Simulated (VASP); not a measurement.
Input of a VASP 6.6.1 run:

File INCAR:

```
SYSTEM = Cd4S
ALGO = Normal
EDIFF = 1E-6
ENCUT = 520
GGA = PE
ISIF = 2
ISMEAR = 0
LASPH = .TRUE.
LCHARG = .TRUE.
LELF = .TRUE.
LREAL = .FALSE.
LVHAR = .TRUE.
LWAVE = .FALSE.
NBANDS = 35
NELM = 60
PREC = Accurate
SIGMA = 0.1
```

The input KPOINTS:

```
k-points
0
G
  6 6 4
  0 0 0
```

The input POSCAR:

```
Cd4S
1.0
    5.7260332100      0.0000000000      0.0000000000
   -2.8630166000      4.9588902200      0.0000000000
    0.0000000000      0.0000000000      4.9873986000
Cd S
4 1
Direct
    0.5000000000      0.0000000000      0.0000000000
    0.0000000000      0.5000000000      0.0000000000
    0.5000000000      0.5000000000      0.0000000000
    0.0000000000      0.0000000000      0.0000000000
    0.0000000000      0.0000000000      0.5000000000
```

Potentials or basis: VASP PAW PBE potentials, release 64 (Cd, S).

Run with:

```bash
$ cat potpaw_PBE.64/Cd/POTCAR potpaw_PBE.64/S/POTCAR > POTCAR
$ mpirun -np 1 vasp_std > vasp.out
```

Question: Predict the band gap on the k mesh.

Answer: Zero (band 27 reaches 2.20 eV, above the bottom of band 28 at 0.71 eV).

Question: Estimate the pressure.

Answer: 4.3 GPa.

Stress tensor (GPa, compression positive):
```
4.85 0.00 0.00
0.00 4.85 0.00
0.00 0.00 3.32
```
